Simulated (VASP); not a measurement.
Runs of VASP 6.6.1 on HCl. The structure is that of space group Fm-3m (No. 225), or close to it. The cells are those of the table. 

```csv
cell,gap on the mesh (eV),pressure (GPa)
"a = 4.065 Å, angles 60.0°, 2 atoms",none,(b)
"a = 3.920, b = 3.920, c = 3.871 Å, angles 60.4, 60.4, 59.2°, 2 atoms",none,-10.2
"a = 3.727, b = 3.727, c = 3.678 Å, angles 60.4, 60.4, 59.1°, 2 atoms",none,(a)
"a = 4.017, b = 4.017, c = 4.065 Å, angles 59.6, 59.6, 60.8°, 2 atoms",none,-9.2
"a = 3.776, b = 3.776, c = 3.678 Å, angles 60.9, 60.9, 58.3°, 2 atoms",none,-11.0
```

Alike in all rows: task single point; level PBEsol; potentials or basis VASP PAW PBE potentials, release 64 (H, Cl); no spin polarisation; k mesh 16 × 16 × 16; cutoff (eV) 520; smearing gaussian 0.15 eV.

**Question.** Fill in the values left out.

**Answer.** (a) -11.1; (b) -9.0.

Caveats: the PAW data sets were made with another functional, which shifts forces and pressure a little.

A gap of «none» marks levels without a gap at the run's occupations.
